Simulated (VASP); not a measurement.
Input of a VASP 6.6.1 run:

INCAR

```
PREC = Accurate
ENCUT = 520
EDIFF = 1E-6
ISMEAR = 0
SIGMA = 0.1
LREAL = False
LASPH = True
NELM = 150
ALGO = Normal
ISIF = 2
LWAVE = False
LCHARG = False
ISPIN = 2
MAGMOM = 1 1 1 1 0 0
LORBIT = 11
LMAXMIX = 4
GGA = PE
NBANDS = 41
```

Contents of KPOINTS:

```
Automatic mesh
0
Gamma
  4 4 4
```

File POSCAR:

```
Ti4HBr
1.0
    0.0000000000      3.6212367600      3.6212367600
    3.6212367600      0.0000000000      3.6212367600
    3.6212367600      3.6212367600      0.0000000000
Ti H Br
4 1 1
Direct
    0.8742122000      0.3773634100      0.8742122000
    0.8742122000      0.8742122000      0.3773634100
    0.8742122000      0.8742122000      0.8742122000
    0.3773634100      0.8742122000      0.8742122000
    0.2500000000      0.2500000000      0.2500000000
    0.5000000000      0.5000000000      0.5000000000
```

Potentials or basis: VASP PAW PBE potentials, release 64 (Ti_sv, H, Br).

Command:

```sh
$ cat potpaw_PBE.64/Ti_sv/POTCAR potpaw_PBE.64/H/POTCAR potpaw_PBE.64/Br/POTCAR > POTCAR
$ mpirun -np 1 vasp_std > vasp.out
```

Q: Predict the pressure.

A: 8.7 GPa.

Q: What does it give for the largest force?

A: 0.685 eV/Å.

Forces on the atoms (eV/Å):
```
Ti  -0.395  0.395 -0.395
Ti  -0.395 -0.395  0.395
Ti   0.395  0.395  0.395
Ti   0.395 -0.395 -0.395
H    0.000  0.000  0.000
Br   0.000  0.000  0.000
```

Caveat: the k points lie up to 0.38 Å⁻¹ apart.
